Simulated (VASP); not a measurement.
Set up this calculation in VASP 6.6.1, as the native input.

```
Task                   : electric field gradients
Functional             : LDA
Potentials or basis    : VASP PAW LDA potentials, release 64 (Li_sv, F)
Cutoff                 : 520 eV
k mesh                 : 10 × 10 × 10
Occupations            : fermi-dirac, width 0.03 eV
Spin                   : no spin polarisation
Dipole correction      : no
Further INCAR settings : ALGO = Normal; EDIFF = 1e-08; NBANDS = 12
```

The structure of LiF lies in POSCAR:

```
LiF
1.0
    0.0000000000      2.0072641637      2.0072641637
    2.0072641637      0.0000000000      2.0072641637
    2.0072641637      2.0072641637      0.0000000000
Li F
1 1
Direct
    0.0000000000      0.0000000000      0.0000000000
    0.5000000000      0.5000000000      0.5000000000
```

This cell differs from its parent crystal: volume scaled by 0.99.

These files were run (other wordings do the same):

INCAR

```
SYSTEM = LiF
PREC = Accurate ; ENCUT = 520
EDIFF = 1E-8 ; ISMEAR = -1
SIGMA = 0.03 ; LREAL = .False.
LASPH = .True. ; NELM = 100
ALGO = Normal ; ISIF = 2
LWAVE = .False. ; LCHARG = .False.
GGA = CA ; LEFG = .True.
NBANDS = 12
```

KPOINTS

```
regular mesh
0
Gamma
  10 10 10
  0 0 0
```

Potentials or basis: VASP PAW LDA potentials, release 64 (Li_sv, F).

The run is started by

```sh
$ cat potpaw_LDA.64/Li_sv/POTCAR potpaw_LDA.64/F/POTCAR > POTCAR
$ mpirun -np 1 vasp_std > vasp.out
```

It gave:

```json
{"Band gap on the k mesh": "8.93 eV, direct"}
```

Caveat: without QUAD_EFG the Cq values of the log hold for a quadrupole moment of 1 mb, not for the nuclei.

It took 6.4 s on 1 thread of Intel(R) Xeon(R) Platinum 8259CL CPU @ 2.50GHz (Skylake/Cascade Lake), on a shared host, peak memory 0.12 GiB.
